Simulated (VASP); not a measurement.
Write the native input for VASP 6.6.1 that does the following.

```
Task                   : single point
Functional             : PBE
Potentials or basis    : VASP PAW PBE potentials, release 64 (Ti_sv, H)
Cutoff                 : 520 eV
k mesh                 : 7 × 6 × 1
Occupations            : gaussian, width 0.1 eV
Spin                   : no spin polarisation
Dipole correction      : yes
Further INCAR settings : ALGO = Normal; EDIFF = 1e-07; NBANDS = 66
```

The structure of Ti9H lies in POSCAR:

```
Ti9H
1.0
    4.5793473381      0.0000000000      0.0000000000
   -2.2896736690      4.8731803173      0.0000000000
    0.0000000000      0.0000000000     20.8008028311
Ti H
9 1
Direct
    0.5259511637      0.0519023274      0.1923002700
    0.8311413964      0.6622827928      0.2107665519
    0.1363316291      0.2726632583      0.2292328340
    0.3570925601      0.7141851202      0.3030979621
    0.6640847992      0.3281368264      0.3193552711
    0.9697449144      0.9393324533      0.3378269322
    0.1905287611      0.3816414126      0.4115069858
    0.5011079414      0.0025593214      0.4254608482
    0.8026484359      0.6055378280      0.4471367238
    1.3026484359      1.3555378280      0.4949373755
```

These files were run (other wordings do the same):

INCAR

```
  PREC = Accurate
  ENCUT = 520
  EDIFF = 1E-7
  ISMEAR = 0
  SIGMA = 0.1
  LREAL = False
  LASPH = True
  NELM = 60
  ALGO = Normal
  ISIF = 2
  LWAVE = False
  LCHARG = True
  LDIPOL = True
  IDIPOL = 3
  DIPOL = 0.5 0.5 0.337
  GGA = PE
  LELF = True
  LVHAR = True
  LVACPOTAV = True
  NBANDS = 66
```

KPOINTS

```
regular mesh
0
Gamma
  7 6 1
```

Potentials or basis: VASP PAW PBE potentials, release 64 (Ti_sv, H).

The run is started by

```bash
$ cat potpaw_PBE.64/Ti_sv/POTCAR potpaw_PBE.64/H/POTCAR > POTCAR
$ mpirun -np 1 vasp_std > vasp.out
```

Results of the run:

```yaml
Largest_force: 0.889 eV/Å
Band_gap_on_the_k_mesh: zero (an odd number of electrons rules out a gap without spin polarisation)
```

Run time: 35 min on 1 thread of Intel(R) Xeon(R) 6975P-C (Granite Rapids), with other jobs on the host, peak memory 0.78 GiB.
